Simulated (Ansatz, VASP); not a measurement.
**Ge: VASP beside Ansatz**

```
CELL_PARAMETERS angstrom
3.99759 0.05996 0.05996
-1.94686 3.43203 0.02195
0.09899 0.09899 6.59938
ATOMIC_POSITIONS crystal
Ge 0.66667 0.33333 0.06290
Ge 0.33333 0.66667 0.56290
Ge 0.66667 0.33333 0.43710
Ge 0.33333 0.66667 0.93710
```

Change from the starting cell: equal xy, yz and zx shear strains of +3 %.

Alike in both runs: task single point; functional PBEsol; k mesh 11 × 11 × 6; occupations fermi-dirac, width 0.05 eV; no spin polarisation.

```csv
,VASP,Ansatz
version,VASP 6.6.1,Ansatz 0.2.0
potentials or method,"VASP PAW PBE potentials, release 64 (Ge_d), cutoff 520 eV","all-electron LAPW, scalar-relativistic"
```

Ansatz gave:

| Property | Result |
| --- | --- |
| pressure (GPa) | 0.1 |
| traceless stress, the component that is largest in VASP (GPa) | -2.02 |
| rms of the force components (eV/Å) | 0.171 |

Task: Estimate VASP's values.

Result: Pressure (GPa): 0.0; traceless stress, the component that is largest in VASP (GPa): -2.03; rms of the force components (eV/Å): 0.170.

VASP's potentials were made for PBE, not for PBEsol. Atom by atom the forces differ by 0.001 eV/Å (rms over components). Ansatz ran all-electron here, and VASP with PAW potentials.
